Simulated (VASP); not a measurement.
# Zn (P6_3/mmc) in VASP: vibrations by perturbation theory with PBE

Aim: the vibrations by perturbation theory of Zn with PBE.

Everything below comes from runs of VASP 6.6.1. Logs are shortened: lines on timing, memory, paths and dates and some standing lists are left out, and cuts for length are marked.

### Step 1. The cell of the first run

Symmetry: P6_3/mmc, No. 194, hexagonal system. Conventional cell: a = 2.641 Å, b = 2.641 Å, c = 5.066 Å, α = 90.00°, β = 90.00°, γ = 120.00°. Zn (site symmetry -6m2) has 12 Zn at 2.64 to 2.96 Å within 3.5 Å.

### Step 2. Vibrations by perturbation theory, PBE

INCAR reads:

```
SYSTEM = Zn
  ALGO = Normal
  EDIFF = 1E-8
  ENCUT = 520
  GGA = PE
  IBRION = 8
  ISIF = 2
  ISMEAR = -1
  LASPH = .True.
  LCHARG = .False.
  LREAL = .False.
  LWAVE = .False.
  NELM = 100
  NSW = 1
  PREC = Accurate
  SIGMA = 0.15
```

KPOINTS reads:

```
k-points
0
Gamma
  18 18 8
  0 0 0
```

POSCAR reads:

```
Zn
1.0
    2.6407970161      0.0000000000      0.0000000000
   -1.3203985081      2.2869973022      0.0000000000
    0.0000000000      0.0000000000      5.0660595803
Zn
2
Direct
    0.3333333333      0.6666666667      0.2500000000
    0.6666666667      0.3333333333      0.7500000000
```

Potentials or basis: VASP PAW PBE potentials, release 64 (Zn).

Started as:

```sh
$ cat potpaw_PBE.64/Zn/POTCAR > POTCAR
$ mpirun -np 1 vasp_std > vasp.out
```

OUTCAR:

```text
SYSTEM = Zn
   EDIFF = 1E-8
   ENCUT = 520
   GGA = PE
   IBRION = 8
   ISIF = 2
   ISMEAR = -1
   LASPH = .True.
   LREAL = .False.
   NELM = 100
   NSW = 1
   PREC = Accurate

 ion  position               nearest neighbor table
   1  0.333  0.667  0.250-   2 2.96   2 2.96   2 2.96   2 2.96   2 2.96   2 2.96
   2  0.667  0.333  0.750-   1 2.96   1 2.96   1 2.96   1 2.96   1 2.96   1 2.96

  LATTYP: Found a hexagonal cell.
 ALAT       =     2.6407970161
 C/A-ratio  =     1.9183828024

  Lattice vectors:

 A1 = (   2.6407970161,   0.0000000000,   0.0000000000)
 A2 = (  -1.3203985081,   2.2869973022,   0.0000000000)
 A3 = (   0.0000000000,   0.0000000000,   5.0660595803)

Analysis of symmetry for initial positions (statically):
=====================================================================
 Subroutine PRICEL returns:
 Original cell was already a primitive cell.

 Routine SETGRP: Setting up the symmetry group for a
 hexagonal supercell.

 Subroutine GETGRP returns: Found 24 space group operations
 (whereof 12 operations were pure point group operations)
 out of a pool of 24 trial point group operations.

The static configuration has the point symmetry D_3d.
 The point group associated with its full space group is D_6h.

Analysis of symmetry for dynamics (positions and initial velocities):
=====================================================================
 Subroutine PRICEL returns:
 Original cell was already a primitive cell.

 Routine SETGRP: Setting up the symmetry group for a
 hexagonal supercell.

 Subroutine GETGRP returns: Found 24 space group operations
 (whereof 12 operations were pure point group operations)
 out of a pool of 24 trial point group operations.

The dynamic configuration has the point symmetry D_3d.
 The point group associated with its full space group is D_6h.

 Subroutine INISYM returns: Found 24 space group operations
 (whereof 12 operations are pure point group operations),
 and found     1 'primitive' translations

[... 622 lines left out ...]
  volume of cell :       30.60
      direct lattice vectors                 reciprocal lattice vectors
     2.640797016  0.000000000  0.000000000     0.378673557  0.218627280  0.000000000
    -1.320398508  2.286997302  0.000000000     0.000000000  0.437254560  0.000000000
     0.000000000  0.000000000  5.066059580     0.000000000  0.000000000  0.197392073

 POSITION                                       TOTAL-FORCE (eV/Angst)
 -----------------------------------------------------------------------------------
     -0.00000      1.52466      1.26651        -0.000000      0.000000      0.000000
      1.32040      0.76233      3.79954         0.000000     -0.000000      0.000000
 -----------------------------------------------------------------------------------
    total drift:                                0.000000     -0.000000      0.000000

  FREE ENERGIE OF THE ION-ELECTRON SYSTEM (eV)
  ---------------------------------------------------
  free  energy   TOTEN  =        -2.2335019566 eV

  energy  without entropy=       -2.2033065518  energy(sigma->0) =       -2.21840425

[... ionic steps 2 to 3 ...]

--------------------------------------- Ionic step        4  -------------------------------------------

------------------------ aborting loop because EDIFF is reached ----------------------------------------

[... ionic steps 5 to 5 ...]

--------------------------------------- Ionic step        6  -------------------------------------------

 Free energy of the ion-electron system (eV)
  ---------------------------------------------------
  ---------------------------------------------------
  free energy    TOTEN  =        -0.22136189 eV

  energy without entropy =       -0.22136189

------------------------ aborting loop because EDIFF is reached ----------------------------------------

 INTERNAL STRAIN TENSOR  FOR ION    1  DIRECTION 3   (eV/Angst):
 -----------------------------------------------------------------------------
     0.00015 -0.00000 -0.00000
    -0.00000  0.00015 -0.00000
     0.00000  0.00000  0.00501

 INTERNAL STRAIN TENSOR FOR ION    2 for displacements in x,y,z  (eV/Angst):
          X           Y           Z          XY          YZ          ZX
  --------------------------------------------------------------------------------
  x     0.00000    -0.00000    -0.00000    -0.19694     0.00000     0.00000
  y    -0.19694     0.19694    -0.00000    -0.00000     0.00000     0.00000
  z    -0.00000     0.00000    -0.00000     0.00000    -0.00000    -0.00000

 SECOND DERIVATIVES (NOT SYMMETRIZED)
 ------------------------------------
               1X          1Y          1Z          2X          2Y          2Z
  1X    -0.467611    0.000000    0.000000    0.467611   -0.000000    0.000000
  1Y     0.000000   -0.467611    0.000000   -0.000000    0.467611    0.000000
  1Z     0.000000   -0.000000   -1.903098    0.000000    0.000000    1.903098
  2X     0.467611   -0.000000    0.000000   -0.467611    0.000000    0.000000
  2Y    -0.000000    0.467611    0.000000    0.000000   -0.467611    0.000000
  2Z     0.000000    0.000000    1.903098    0.000000   -0.000000   -1.903098

 Eigenvectors and eigenvalues of the dynamical matrix
 ----------------------------------------------------

   1 f  =    3.771730 THz    23.698481 2PiTHz  125.811382 cm-1    15.598616 meV
             X         Y         Z           dx          dy          dz
     -0.000000  1.524665  1.266515     0.000000    0.000000    0.707107
      1.320399  0.762332  3.799545     0.000000    0.000000   -0.707107
[... 16 lines left out ...]
   5 f  =    0.000000 THz     0.000000 2PiTHz    0.000001 cm-1     0.000000 meV
             X         Y         Z           dx          dy          dz
     -0.000000  1.524665  1.266515    -0.292473   -0.615905    0.187407
      1.320399  0.762332  3.799545    -0.292473   -0.615905    0.187407

   6 f/i=    0.000000 THz     0.000000 2PiTHz    0.000000 cm-1     0.000000 meV
             X         Y         Z           dx          dy          dz
     -0.000000  1.524665  1.266515     0.643652   -0.283946    0.071327
      1.320399  0.762332  3.799545     0.643652   -0.283946    0.071327

--------------------------------------------------------------------------------------------------------

 ELASTIC MODULI CONTR FROM IONIC RELAXATION (kBar)
 Direction    XX          YY          ZZ          XY          YZ          ZX
 --------------------------------------------------------------------------------
 XX          -4.3435      4.3435     -0.0000      0.0000     -0.0000     -0.0000
 YY           4.3435     -4.3435      0.0000      0.0000      0.0000      0.0000
 ZZ          -0.0000      0.0000     -0.0000     -0.0000     -0.0000     -0.0000
 XY           0.0000      0.0000     -0.0000     -4.3435     -0.0000     -0.0000
 YZ          -0.0000      0.0000     -0.0000     -0.0000     -0.0000     -0.0000
 ZX          -0.0000      0.0000     -0.0000     -0.0000     -0.0000     -0.0000
 --------------------------------------------------------------------------------
```

It took 6 min on 1 thread of Intel Xeon Platinum 8488C (Sapphire Rapids), shared host; peak memory 0.79 GiB.

What came out:

- Highest phonon frequency at Γ: 126 cm⁻¹

Phonon frequencies in cm⁻¹ (negative: imaginary):
```csv
q point,frequencies
"(0.000, 0.000, 0.000)",0 0 0 62 62 126
```
